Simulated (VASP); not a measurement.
Set up this calculation in VASP 6.6.1, as the native input.

| Property | Result |
| --- | --- |
| Task | single point |
| Functional | PBE |
| Dispersion | D4 |
| Potentials or basis | VASP PAW PBE potentials, release 64 (Ag, B) |
| Cutoff | 520 eV |
| k mesh | 10 × 10 × 8 |
| Occupations | gaussian, width 0.05 eV |
| Spin | no spin polarisation |
| Dipole correction | no |
| Further INCAR settings | ALGO = Normal; EDIFF = 1e-06; NBANDS = 16 |

The structure of AgB2 lies in POSCAR:

```
AgB2
1.0
    2.9956513828      0.0000000000      0.0000000000
   -1.4978256914      2.5943101983      0.0000000000
    0.0000000000      0.0000000000      3.9813643559
Ag B
1 2
Direct
    0.0000000000      0.0000000000      0.0000000000
    0.3333333333      0.6666666667      0.5000000000
    0.6666666667      0.3333333333      0.5000000000
```

One way to write it, as run:

INCAR

```
  PREC = Accurate
  ENCUT = 520
  EDIFF = 1E-6
  ISMEAR = 0
  SIGMA = 0.05
  LREAL = F
  LASPH = T
  NELM = 60
  ALGO = Normal
  ISIF = 2
  LWAVE = F
  LCHARG = F
  GGA = PE
  IVDW = 13
  NBANDS = 16
```

KPOINTS

```
Automatic mesh
0
Gamma
  10 10 8
```

Potentials or basis: VASP PAW PBE potentials, release 64 (Ag, B).

Run with:

```sh
$ cat potpaw_PBE.64/Ag/POTCAR potpaw_PBE.64/B/POTCAR > POTCAR
$ mpirun -np 1 vasp_std > vasp.out
```

It gave:

| Quantity | Value |
| --- | --- |
| Pressure | -0.5 GPa |
| Dispersion energy per atom | -0.385 eV |

Caveat: pairwise dispersion overbinds metals, which lowers pressure and volume.

It took 43 s on 1 thread of Intel Xeon 8259CL, with other jobs on the host, peak memory 0.17 GiB.
